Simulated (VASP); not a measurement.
Set up this calculation in VASP 6.6.1, as the native input.

```
Task                   : electric field gradients
Functional             : PBE
Potentials or basis    : VASP PAW PBE potentials, release 64 (Rh_pv)
Cutoff                 : 520 eV
k mesh                 : 16 × 16 × 16
Occupations            : fermi-dirac, width 0.03 eV
Spin                   : no spin polarisation
Dipole correction      : no
Further INCAR settings : ALGO = Normal; EDIFF = 1e-08; NBANDS = 14
```

The structure of Rh lies in POSCAR:

```
Rh
1.0
    0.0000000000      1.9388447625      1.9388447625
    1.9388447625      0.0000000000      1.9388447625
    1.9388447625      1.9388447625      0.0000000000
Rh
1
Direct
    0.0000000000      0.0000000000      0.0000000000
```

This cell differs from its parent crystal: volume scaled by 1.06.

One way to write it, as run:

INCAR

```
PREC = Accurate
ENCUT = 520
EDIFF = 1E-8
ISMEAR = -1
SIGMA = 0.03
LREAL = False
LASPH = True
NELM = 100
ALGO = Normal
ISIF = 2
LWAVE = False
LCHARG = False
GGA = PE
LEFG = True
NBANDS = 14
```

KPOINTS

```
regular mesh
0
Gamma
  16 16 16
```

Potentials or basis: VASP PAW PBE potentials, release 64 (Rh_pv).

Command:

```sh
$ cat potpaw_PBE.64/Rh_pv/POTCAR > POTCAR
$ mpirun -np 1 vasp_std > vasp.out
```

Results of the run:

| Property | Result |
| --- | --- |
| Pressure | -8.6 GPa |

Caveat: without QUAD_EFG the Cq values of the log hold for a quadrupole moment of 1 mb, not for the nuclei.

It took 22 s on 1 thread of Intel(R) Xeon(R) Platinum 8259CL CPU @ 2.50GHz (Skylake/Cascade Lake) (shared host), peak memory 0.14 GiB.
